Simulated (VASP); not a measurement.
A run of VASP 6.6.1:

Contents of INCAR:

```
SYSTEM = Mg
PREC = Accurate
ENCUT = 520
EDIFF = 1E-7
ISMEAR = 1
SIGMA = 0.1
LREAL = .FALSE.
LASPH = .TRUE.
NELM = 100
ALGO = Normal
ISIF = 2
LWAVE = .FALSE.
LCHARG = .FALSE.
NBANDS = 7
```

Contents of KPOINTS:

```
regular mesh
0
G
  8 8 8
  0 0 0
```

The input POSCAR:

```
Mg
1.0
   -1.8034011724      1.8034011724      1.8034011724
    1.8034011724     -1.8034011724      1.8034011724
    1.8034011724      1.8034011724     -1.8034011724
Mg
1
Direct
    0.0000000000      0.0000000000      0.0000000000
```

Potentials or basis: VASP PAW LDA potentials, release 64 (Mg).

Launch:

```bash
$ cat potpaw_LDA.64/Mg/POTCAR > POTCAR
$ mpirun -np 1 vasp_std > vasp.out
```

Hardware: 1 thread of AMD EPYC 7R13, with other jobs on the host.

Estimate the wall time of this run.

Run time: 8.5 s on 1 thread of AMD EPYC 7R13, on a shared host, peak memory 0.09 GiB. Counts: scf iterations 10, k points 29.
